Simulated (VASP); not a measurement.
# CdO: single point with LDA

Crystal: CdO.

```
CELL_PARAMETERS angstrom
0.00000 2.18200 2.18200
2.18200 0.00000 2.18200
2.18200 2.18200 0.00000
ATOMIC_POSITIONS crystal
Cd 0.00000 0.00000 0.00000
O 0.50000 0.50000 0.50000
```

* Program: VASP 6.6.1
* Task: single point
* Functional: LDA
* Potentials or basis: VASP PAW LDA potentials, release 64 (Cd_sv_GW, O)
* Cutoff: 700 eV
* k mesh: 14 × 14 × 14
* Occupations: gaussian, width 0.1 eV
* Spin: no spin polarisation

The pressure is 45.6 GPa and the band gap on the k mesh is zero (filled and empty bands overlap).

Levels at points of the mesh, in eV from the Fermi level:
```tsv
k point	band 11	band 12	band 13	band 14	band 15	band 16
(0.00, 0.00, 0.00)	-2.65	-2.65	-2.65	-0.12	14.00	18.29
(0.50, 0.00, 0.00)	-4.52	-0.11	-0.11	4.07	8.61	12.40
(0.50, 0.50, 0.00)	-5.59	-3.88	-3.88	4.47	9.05	11.79
```

Wall time 2.5 min on 1 thread of AMD EPYC 7571 (shared host), peak memory 0.18 GiB.

Caveat: the cell stands under pressure; semilocal functionals underestimate gaps, and a narrow one can read as zero.
